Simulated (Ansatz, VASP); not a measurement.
# Ni2H: VASP beside Ansatz

The input INCAR:

```
PREC     = Accurate       # precision mode
ENCUT    = 600            # plane-wave cutoff, eV
EDIFF    = 1E-7           # SCF threshold, eV
ISMEAR   = -1             # smearing method
SIGMA    = 0.15           # smearing width, eV
LREAL    = F              # projectors in reciprocal space
LASPH    = T              # aspherical terms in the spheres
NELM     = 80             # most SCF steps
ALGO     = Normal         # electronic algorithm
ISIF     = 3              # what is computed and relaxed
LWAVE    = F              # write WAVECAR
LCHARG   = F              # write CHGCAR
IBRION   = 2              # ionic algorithm
NSW      = 80             # ionic steps
EDIFFG   = -0.001         # ionic threshold
```

File KPOINTS:

```
Automatic mesh
0
Gamma
  18 18 10
```

POSCAR

```
Ni2H
1.0
    2.4861727326      0.0000000000      0.0000000000
   -1.2430863663      2.1530887447      0.0000000000
    0.0000000000      0.0000000000      4.1183751165
Ni H
2 1
Direct
    0.6666666667      0.3333333333      0.7684431608
    0.3333333333      0.6666666667      0.2875568393
    0.0000000000      0.0000000000      0.0280000000
```

Input for Ansatz:

```yaml
crystal:
  lattice:
    - [2.4861727325, 0.0, 0.0]
    - [-1.2430863662, 2.1530887446, 0.0]
    - [0.0, 0.0, 4.1183751177]
  atoms:
    - { symbol: Ni, position: [0.6666666667, 0.3333333333, 0.7684431608] }
    - { symbol: Ni, position: [0.3333333333, 0.6666666667, 0.2875568392] }
    - { symbol: H, position: [0.0, 0.0, 0.028] }
basis:
  ecutwfc: 420
kpoints:
  mp_grid: { grid: [18, 18, 10] }
hamiltonian:
  xc: lda
scf:
  occupations: { method: fermi_dirac, width: 0.15 }
output:
  forces: true
  stress: true
  eigenvalues: true
relax:
  adjacent_minimum: "off"
  f_tol: 0.001
  max_steps: 60
  cell: { stress_tol: 0.01 }
```

Alike in both runs: task relaxation of cell and atoms; functional LDA; k mesh 18 × 18 × 10; occupations fermi-dirac, width 0.15 eV; no spin polarisation.

|  | VASP | Ansatz |
| --- | --- | --- |
| version | VASP 6.6.1 | Ansatz 0.2.0 |
| potentials or method | VASP PAW LDA potentials, release 64 (Ni, H), cutoff 600 eV | scalar-relativistic, plane waves, PAW |
| valence electrons in the cell | 21 | 37 |

VASP gave:

* gap on the k mesh at the Fermi level, each at its own relaxed structure (eV): none
* relaxed volume (Å³/atom): 7.38
* relaxed length of the cell vector where the two differ most in proportion (Å): 4.116

Q: Estimate Ansatz's values.

A: gap on the k mesh at the Fermi level, each at its own relaxed structure (eV): none; relaxed volume (Å³/atom): 7.38; relaxed length of the cell vector where the two differ most in proportion (Å): 4.118.

LDA's correlation is that of Perdew and Zunger in VASP and of Perdew and Wang (1992) in Ansatz. A gap of «none» marks a metal or a gap that the smearing closes. VASP's potentials hold 21 valence electrons a cell and Ansatz's 37, so a difference there can come from the potentials and not from the codes.
